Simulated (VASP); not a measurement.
## PbO: single point with PBEsol

PbO:

```
Pb O
1.0
     3.91478    0.00000    0.00000
     0.00000    3.91478    0.00000
     0.00000    0.00000    5.09733
Pb O
2 2
Direct
  0.00000 0.50000 0.23510
  0.50000 0.00000 0.76490
  0.00000 0.00000 0.00000
  0.50000 0.50000 0.00000
```

This cell differs from its parent crystal: strain -0.015 along x and y, +0.015 along z.

```
Program             : VASP 6.6.1
Task                : single point
Functional          : PBEsol
Potentials or basis : VASP PAW PBE potentials, release 64 (Pb_d, O)
Cutoff              : 520 eV
k mesh              : 8 × 8 × 6
Occupations         : gaussian, width 0.05 eV
Spin                : no spin polarisation
```

| Quantity | Value |
| --- | --- |
| Pressure | 2.7 GPa |
| Largest force | 0.258 eV/Å |
| Band gap on the k mesh | 1.09 eV, indirect (least direct gap 2.23 eV) |

Forces on the atoms (eV/Å):
```
Pb   0.000  0.000  0.258
Pb   0.000  0.000 -0.258
O    0.000  0.000  0.000
O    0.000  0.000  0.000
```

Stress tensor (GPa, compression positive):
```
3.31 0.00 0.00
0.00 3.31 0.00
0.00 0.00 1.50
```

Levels at points of the mesh, in eV from the valence-band top:
| k point | band 18 | band 19 | band 20 | band 21 | band 22 | band 23 |
| --- | --- | --- | --- | --- | --- | --- |
| (0.00, 0.00, 0.00) | -1.78 | -1.78 | 0.00 | 2.30 | 5.23 | 5.69 |
| (0.50, 0.00, 0.00) | -3.20 | -1.87 | -1.87 | 3.25 | 3.25 | 6.51 |
| (0.50, 0.50, 0.00) | -1.83 | -1.15 | -1.15 | 1.09 | 1.09 | 5.07 |
| (0.00, 0.00, 0.50) | -1.81 | -1.81 | -1.24 | 1.96 | 4.00 | 4.00 |
| (0.50, 0.00, 0.50) | -3.18 | -1.17 | -1.17 | 2.92 | 2.92 | 6.41 |
| (0.50, 0.50, 0.50) | -2.36 | -1.15 | -1.15 | 3.31 | 3.31 | 4.52 |

It took 86 s on 1 thread of AMD EPYC 9R45 96-Core Processor (Zen 5) (shared host), peak memory 0.22 GiB.

Caveat: the cell differs from its parent crystal (strain -0.015 along x and y, +0.015 along z); the PAW data sets were made with another functional, which shifts forces and pressure a little; spin-orbit coupling is left out, which moves the levels of the heavy elements. A k mesh can miss the band edges.
